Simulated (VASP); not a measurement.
A run of VASP 6.6.1 is set up as follows.

INCAR

```
  ALGO = Normal
  EDIFF = 1E-8
  ENCUT = 500
  GGA = PS
  GGA_COMPAT = False
  IBRION = 6
  ISIF = 3
  ISMEAR = -1
  LASPH = True
  LCHARG = True
  LREAL = False
  LWAVE = False
  NBANDS = 12
  NELM = 120
  NFREE = 2
  NSW = 1
  POTIM = 0.015
  PREC = Accurate
  SIGMA = 0.05
```

File KPOINTS:

```
k-points
0
Gamma
  10 10 10
```

The input POSCAR:

```
Nb
1.0
   -1.6639500000      1.6639500000      1.6639500000
    1.6639500000     -1.6639500000      1.6639500000
    1.6639500000      1.6639500000     -1.6639500000
Nb
1
Direct
    0.0000000000      0.0000000000      0.0000000000
```

Potentials or basis: VASP PAW PBE potentials, release 64 (Nb_sv).

Launch:

```console
$ cat potpaw_PBE.64/Nb_sv/POTCAR > POTCAR
$ mpirun -np 1 vasp_std > vasp.out
```

(1) Estimate the elastic constants C11, C12, C44.

(2) What does it give for the Voigt bulk modulus?

Answers

(1) 194, 134, -3 GPa.

(2) 154 GPa.

Caveat: the cell is under stress, which shifts elastic constants; the elastic tensor has a negative eigenvalue, so either the cell is unstable as it stands or the mesh is too thin; the PAW data sets were made with another functional, which shifts forces and pressure a little.
